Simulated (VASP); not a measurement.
Here is a VASP 6.6.1 calculation.

INCAR

```
PREC = Accurate
ENCUT = 520
EDIFF = 1E-8
ISMEAR = -1
SIGMA = 0.03
LREAL = F
LASPH = T
NELM = 100
ALGO = Normal
ISIF = 2
LWAVE = F
LCHARG = F
GGA = PS
LEFG = T
NBANDS = 22
```

File KPOINTS:

```
regular mesh
0
Gamma
  9 9 3
```

File POSCAR:

```
Bi
1.0
    4.5390002997      0.0000000000      0.0000000000
   -2.2695001499      3.9308895674      0.0000000000
    0.0000000000      0.0000000000     11.8290000000
Bi
2
Direct
    0.3333333333      0.6666666667      0.2500000000
    0.6666666667      0.3333333333      0.7500000000
```

Potentials or basis: VASP PAW PBE potentials, release 64 (Bi_d).

The run is started by

```sh
$ cat potpaw_PBE.64/Bi_d/POTCAR > POTCAR
$ mpirun -np 1 vasp_std > vasp.out
```

(1) Predict the band gap on the k mesh.

(2) Estimate the pressure.

Results:

(1) zero (bands 15 and 16 overlap by 2.14 eV).

(2) -3.6 GPa.

Caveat: the cell stands under tension; without QUAD_EFG the Cq values of the log hold for a quadrupole moment of 1 mb, not for the nuclei; the PAW data sets were made with another functional, which shifts forces and pressure a little; spin-orbit coupling is left out, which moves the levels of the heavy elements.
